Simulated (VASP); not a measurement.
# PtS2 (P-3m1) in VASP: single point with PBE

Aim: the single point of PtS2 with PBE.

All numbers are computed with VASP 6.6.1; they aren't measurements. Logs are shortened: lines on timing, memory, paths and dates and some standing lists are left out, and cuts for length are marked.

## 1. The cell of the first run

Symmetry: P-3m1, No. 164, trigonal system. The conventional cell has a = 3.543 Å, b = 3.543 Å, c = 5.039 Å, α = 90.00°, β = 90.00°, γ = 120.00°. Pt (site symmetry -3m) has 6 S at 2.40 Å within 3.2 Å. Within 3.2 Å of S (site symmetry 3m) lie 3 Pt at 2.40 Å.

## 2. Single point, PBE

INCAR reads:

```
PREC = Accurate
ENCUT = 500
EDIFF = 1E-6
ISMEAR = 0
SIGMA = 0.01
LREAL = False
LASPH = True
NELM = 120
ALGO = Normal
ISIF = 2
LWAVE = False
LCHARG = True
GGA = PE
LELF = True
LVHAR = True
NBANDS = 18
GGA_COMPAT = False
```

KPOINTS reads:

```
Automatic mesh
0
Gamma
  6 6 4
```

POSCAR reads:

```
PtS2
1.0
    3.5431994758      0.0000000000      0.0000000000
   -1.7715997379      3.0685007567      0.0000000000
    0.0000000000      0.0000000000      5.0388000000
Pt S
1 2
Direct
    0.0000000000      0.0000000000      0.0000000000
    0.3333333333      0.6666666667      0.2500000000
    0.6666666667      0.3333333333      0.7500000000
```

Potentials or basis: VASP PAW PBE potentials, release 64 (Pt, S).

Started as:

```bash
cat potpaw_PBE.64/Pt/POTCAR potpaw_PBE.64/S/POTCAR > POTCAR
mpirun -np 1 vasp_std > vasp.out
```

OUTCAR:

```text
PREC = Accurate
   ENCUT = 500
   EDIFF = 1E-6
   ISMEAR = 0
   LREAL = False
   LASPH = True
   NELM = 120
   ISIF = 2
   GGA = PE

 ion  position               nearest neighbor table
   1  0.000  0.000  0.000-   2 2.40   3 2.40   2 2.40   3 2.40   3 2.40   2 2.40
   2  0.333  0.667  0.250-   1 2.40   1 2.40   1 2.40
   3  0.667  0.333  0.750-   1 2.40   1 2.40   1 2.40

  LATTYP: Found a hexagonal cell.
 ALAT       =     3.5431994758
 C/A-ratio  =     1.4221045229

  Lattice vectors:

 A1 = (   3.5431994758,   0.0000000000,   0.0000000000)
 A2 = (  -1.7715997379,   3.0685007567,   0.0000000000)
 A3 = (   0.0000000000,   0.0000000000,   5.0388000000)

Analysis of symmetry for initial positions (statically):
=====================================================================
 Subroutine PRICEL returns:
 Original cell was already a primitive cell.

 Routine SETGRP: Setting up the symmetry group for a
 hexagonal supercell.

 Subroutine GETGRP returns: Found 12 space group operations
 (whereof 12 operations were pure point group operations)
 out of a pool of 24 trial point group operations.

The static configuration has the point symmetry D_3d.

Analysis of symmetry for dynamics (positions and initial velocities):
=====================================================================
 Subroutine PRICEL returns:
 Original cell was already a primitive cell.

 Routine SETGRP: Setting up the symmetry group for a
 hexagonal supercell.

 Subroutine GETGRP returns: Found 12 space group operations
 (whereof 12 operations were pure point group operations)
 out of a pool of 24 trial point group operations.

The dynamic configuration has the point symmetry D_3d.

 Subroutine INISYM returns: Found 12 space group operations
 (whereof 12 operations are pure point group operations),
 and found     1 'primitive' translations

----------------------------------------------------------------------------------------

                                     Primitive cell

  volume of cell :      54.7834

  direct lattice vectors                    reciprocal lattice vectors
     3.543199476  0.000000000  0.000000000     0.282230794  0.162946025  0.000000000
    -1.771599738  3.068500757  0.000000000     0.000000000  0.325892049  0.000000000
     0.000000000  0.000000000  5.038800000     0.000000000  0.000000000  0.198459951

  length of vectors
     3.543199476  3.543199476  5.038800000     0.325892049  0.325892049  0.198459951

  position of ions in fractional coordinates (direct lattice)
     0.000000000  0.000000000  0.000000000
     0.333333333  0.666666667  0.250000000
     0.666666667  0.333333333  0.750000000

  ion indices of the primitive-cell ions
   primitive index   ion index
                 1           1
                 2           2
                 3           3

----------------------------------------------------------------------------------------

 KPOINTS: Automatic mesh

Automatic generation of k-mesh.
 Grid dimensions read from file:
 generate k-points for:    6    6    4

 Generating k-lattice:

  Cartesian coordinates                     Fractional coordinates (reciprocal lattice)
     0.047038466  0.027157671  0.000000000     0.166666667  0.000000000  0.000000000
     0.000000000  0.054315342  0.000000000     0.000000000  0.166666667  0.000000000
     0.000000000  0.000000000  0.049614988     0.000000000  0.000000000  0.250000000

  Length of vectors
     0.054315342  0.054315342  0.049614988

  Shift w.r.t. Gamma in fractional coordinates (k-lattice)
     0.000000000  0.000000000  0.000000000

 Subroutine IBZKPT returns following result:
 ===========================================

 Found     24 irreducible k-points:

 Following reciprocal coordinates:
            Coordinates               Weight
  0.000000  0.000000  0.000000      1.000000
  0.166667  0.000000  0.000000      6.000000
  0.333333 -0.000000  0.000000      6.000000
  0.500000 -0.000000  0.000000      3.000000
  0.166667  0.166667  0.000000      6.000000
  0.333333  0.166667  0.000000     12.000000
[... 16 lines left out ...]
  0.333333  0.166667  0.500000     12.000000
  0.333333  0.333333  0.500000      2.000000
   k-points           NKPTS =     24   k-points in BZ     NKDIM =     24   number of bands    NBANDS=     18
   number of dos      NEDOS =    301   number of ions     NIONS =      3
   total plane-waves  NPLWV =  31360
   dimension x,y,z NGX =    28 NGY =   28 NGZ =   40
   dimension x,y,z NGXF=    56 NGYF=   56 NGZF=   80
   ions per type =               1   2
   NGX,Y,Z   is equivalent  to a cutoff of  13.14, 13.14, 13.20 a.u.
   NGXF,Y,Z  is equivalent  to a cutoff of  26.28, 26.28, 26.39 a.u.
 SYSTEM =  unknown system
   PREC   = accura    normal or accurate (medium, high low for compatibility)
   ISTART =      0    job   : 0-new  1-cont  2-samecut
   ICHARG =      2    charge: 1-file 2-atom 10-const
   ISPIN  =      1    spin polarized calculation?
   LNONCOLLINEAR =      F non collinear calculations
   LSORBIT =      F    spin-orbit coupling
   LASPH  =      T    aspherical Exc in radial PAW
   ENCUT  =  500.0 eV  36.75 Ry    6.06 a.u.   6.46  6.46  9.19*2*pi/ulx,y,z
   NELM   =    120;   NELMIN=  2; NELMDL= -5     # of ELM steps
   EDIFF  = 0.1E-05   stopping-criterion for ELM
   LREAL  =      F    real-space projection
   EDIFFG = 0.1E-04   stopping-criterion for IOM
   NSW    =      0    number of steps for IOM
   IBRION =     -1    ionic relax: 0-MD 1-quasi-New 2-CG
   NFREE  =      0    steps in history (QN), initial steepest desc. (CG)
   ISIF   =      2    stress and relaxation
   ISYM   =      2    0-nonsym 1-usesym 2-fastsym
   POTIM  = 0.5000    time-step for ionic-motion
   TEBEG  =    0.0;   TEEND  =   0.0 temperature during run
   PSTRESS=    0.0 pullay stress
   NELECT =      22.0000    total number of electrons
   NUPDOWN=      -1.0000    fix difference up-down
   EMIN   =  10.00;   EMAX   =-10.00  energy-range for DOS
   EFERMI =   0.00;   METHOD = LEGACY
   ISMEAR =     0;   SIGMA  =   0.01  broadening in eV -4-tet -1-fermi 0-gaus
   EFERMI_NEDOS =   21; number of points for ismear=-14 and -15
   IALGO  =     38    algorithm
   IMIX   =      4    mixing-type and parameters
     AMIX     =   0.40;   BMIX     =  1.00
     AMIX_MAG =   1.60;   BMIX_MAG =  1.00
  volume/ion in A,a.u.               =      18.26       123.23
  Fermi-wavevector in a.u.,A,eV,Ry     =   1.207812  2.282434 19.848319  1.458810
  Thomas-Fermi vector in A             =   2.343439
   LORBIT       =      0    0 simple, 1 ext, 2 COOP (PROOUT), +10 PAW based schemes
   GGA     = PE    functional components
   LHFCALC =     F    Hartree Fock is set to
   AEXX    =    0.0000 exact exchange contribution
   IVDW    =     0    specifies the selected vdW correction
   LEPSILON=     F    determine dielectric tensor
   LRPA    =     F    only Hartree local field effects (RPA)
 non-spin polarized calculation
 Gauss-broadening in eV      SIGMA  =   0.01
  energy-cutoff  :      500.00
  volume of cell :       54.78
 maximum number of plane-waves:      1411
 NGX is ok and might be reduce to    28
   NGX = 13   NGY = 13   NGZ = 19

 number of electron      22.0000000 magnetization

 Free energy of the ion-electron system (eV)
  ---------------------------------------------------
  ext. energy  EPLUGINS =         0.00000000
  ---------------------------------------------------
  free energy    TOTEN  =       -15.36135331 eV

  energy without entropy =      -15.36135331  energy(sigma->0) =      -15.36135331

 E-fermi :   6.9368     XC(G=0): -10.6934

 val. band max:        6.8623995792   @ k =   0.0000   0.0000   0.0000
 cond. band min:       7.4205590450   @ k =   0.3333   0.3333   0.0000
 fundamental gap:      0.5581594657
 Fermi energy:         6.9368324676

 k-point     1 :       0.0000    0.0000    0.0000
  band No.  band energies     occupation
      1      -8.3953      2.00000
      2      -5.5743      2.00000
      3      -0.2050      2.00000
      4       0.4189      2.00000
      5       0.4189      2.00000
      6       3.0598      2.00000
[... 10 lines left out ...]
     17      14.8514      0.00000
     18      19.7414      0.00000

 k-point     2 :       0.1667    0.0000    0.0000
  band No.  band energies     occupation
      1      -8.0562      2.00000
      2      -5.7150      2.00000
      3       0.1656      2.00000
      4       0.6192      2.00000
      5       0.6452      2.00000
      6       2.4824      2.00000
[... 10 lines left out ...]
     17      15.7720      0.00000
     18      16.6845      0.00000

 k-point     3 :       0.3333   -0.0000    0.0000
  band No.  band energies     occupation
      1      -7.2075      2.00000
      2      -6.0131      2.00000
      3       0.4162      2.00000
      4       0.9458      2.00000
      5       1.2215      2.00000
      6       1.6298      2.00000
[... 10 lines left out ...]
     17      15.4054      0.00000
     18      16.2930      0.00000

 k-point     4 :       0.5000   -0.0000    0.0000
  band No.  band energies     occupation
      1      -6.4837      2.00000
      2      -6.3384      2.00000
      3      -0.4008      2.00000
      4       1.0188      2.00000
      5       1.6046      2.00000
      6       2.6674      2.00000
[... 10 lines left out ...]
     17      14.7826      0.00000
     18      18.0915      0.00000

 k-point     5 :       0.1667    0.1667    0.0000
  band No.  band energies     occupation
      1      -7.4569      2.00000
      2      -5.9232      2.00000
      3       0.6909      2.00000
      4       0.9426      2.00000
      5       0.9516      2.00000
      6       1.8032      2.00000
[... 10 lines left out ...]
     17      15.3839      0.00000
     18      16.1311      0.00000

 k-point     6 :       0.3333    0.1667    0.0000
  band No.  band energies     occupation
      1      -6.6333      2.00000
      2      -6.1798      2.00000
      3       0.0608      2.00000
      4       0.8364      2.00000
      5       1.5880      2.00000
      6       1.9580      2.00000
[... 10 lines left out ...]
     17      16.2928      0.00000
     18      16.4843      0.00000

 k-point     7 :       0.3333    0.3333    0.0000
  band No.  band energies     occupation
      1      -6.2755      2.00000
      2      -6.2755      2.00000
      3       0.2566      2.00000
      4       0.7565      2.00000
      5       0.7565      2.00000
      6       2.2887      2.00000
[... 10 lines left out ...]
     17      15.9527      0.00000
     18      17.5235      0.00000

 k-point     8 :       0.0000    0.0000    0.2500
  band No.  band energies     occupation
      1      -8.1953      2.00000
      2      -6.0403      2.00000
      3       0.4357      2.00000
      4       0.4357      2.00000
      5       0.4902      2.00000
      6       3.0461      2.00000
[... 10 lines left out ...]
     17      14.7233      0.00000
     18      18.2228      0.00000
[... 229 lines left out ...]
     17      15.6403      0.00000
     18      15.7910      0.00000

 k-point    20 :       0.3333   -0.0000    0.5000
  band No.  band energies     occupation
      1      -6.8581      2.00000
      2      -6.3963      2.00000
      3       0.0277      2.00000
      4       0.7873      2.00000
      5       0.8561      2.00000
      6       2.3319      2.00000
[... 10 lines left out ...]
     17      16.9708      0.00000
     18      17.1606      0.00000

 k-point    21 :       0.5000   -0.0000    0.5000
  band No.  band energies     occupation
      1      -6.6542      2.00000
      2      -6.0571      2.00000
      3      -0.6576      2.00000
      4       0.8629      2.00000
      5       1.3264      2.00000
      6       1.9645      2.00000
[... 10 lines left out ...]
     17      17.1924      0.00000
     18      17.2102      0.00000

 k-point    22 :       0.1667    0.1667    0.5000
  band No.  band energies     occupation
      1      -7.0160      2.00000
      2      -6.4802      2.00000
      3       0.2059      2.00000
      4       0.6127      2.00000
      5       1.5102      2.00000
      6       2.1053      2.00000
[... 10 lines left out ...]
     17      15.5565      0.00000
     18      16.1654      0.00000

 k-point    23 :       0.3333    0.1667    0.5000
  band No.  band energies     occupation
      1      -6.5280      2.00000
      2      -6.2339      2.00000
      3      -0.1442      2.00000
      4       0.5959      2.00000
      5       1.4243      2.00000
      6       2.2562      2.00000
[... 10 lines left out ...]
     17      15.6728      0.00000
     18      17.1101      0.00000

 k-point    24 :       0.3333    0.3333    0.5000
  band No.  band energies     occupation
      1      -6.2603      2.00000
      2      -6.2603      2.00000
      3       0.5542      2.00000
      4       0.5542      2.00000
      5       0.7892      2.00000
      6       2.4898      2.00000
[... 10 lines left out ...]
     17      14.8178      0.00000
     18      17.4168      0.00000

------------------------ aborting loop because EDIFF is reached ----------------------------------------

  FORCE on cell =-STRESS in cart. coord.  units (eV):
  Direction    XX          YY          ZZ          XY          YZ          ZX
  --------------------------------------------------------------------------------------
  -------------------------------------------------------------------------------------
  Total        0.9597886      0.9597886      0.0863143      0.0000000      0.0000000      0.0000000
  in kB       28.0696649     28.0696649      2.5243202      0.0000000      0.0000000      0.0000000
  external PRESSURE =      19.5545500 kB  Pullay stress =       0.0000000 kB

 VOLUME and BASIS-vectors are now :
 -----------------------------------------------------------------------------
  energy-cutoff  :      500.00
  volume of cell :       54.78
      direct lattice vectors                 reciprocal lattice vectors
     3.543199476  0.000000000  0.000000000     0.282230794  0.162946025  0.000000000
    -1.771599738  3.068500757  0.000000000     0.000000000  0.325892049  0.000000000
     0.000000000  0.000000000  5.038800000     0.000000000  0.000000000  0.198459951

 POSITION                                       TOTAL-FORCE (eV/Angst)
 -----------------------------------------------------------------------------------
      0.00000      0.00000      0.00000         0.000000      0.000000     -0.000000
     -0.00000      2.04567      1.25970         0.000000      0.000000     -0.373433
      1.77160      1.02283      3.77910        -0.000000      0.000000      0.373433
 -----------------------------------------------------------------------------------
    total drift:                               -0.000000     -0.000000     -0.000000

  FREE ENERGIE OF THE ION-ELECTRON SYSTEM (eV)
  ---------------------------------------------------
  free  energy   TOTEN  =       -15.3613533140 eV

  energy  without entropy=      -15.3613533140  energy(sigma->0) =      -15.36135331
```

It took 21 s on 1 thread of Intel Xeon 6975P-C, shared host; peak memory 0.19 GiB.

Results:

```yaml
Free_energy: -15.3614 eV
Pressure: 2.0 GPa
Largest_force: 0.373 eV/Å
Band_gap_on_the_k_mesh: 0.56 eV, indirect (least direct gap 1.31 eV)
```

Forces on the atoms (eV/Å):
```
Pt   0.000  0.000  0.000
S    0.000  0.000 -0.373
S    0.000  0.000  0.373
```

Caveat: spin-orbit coupling is left out, which moves the levels of the heavy elements. A k mesh can miss the band edges.
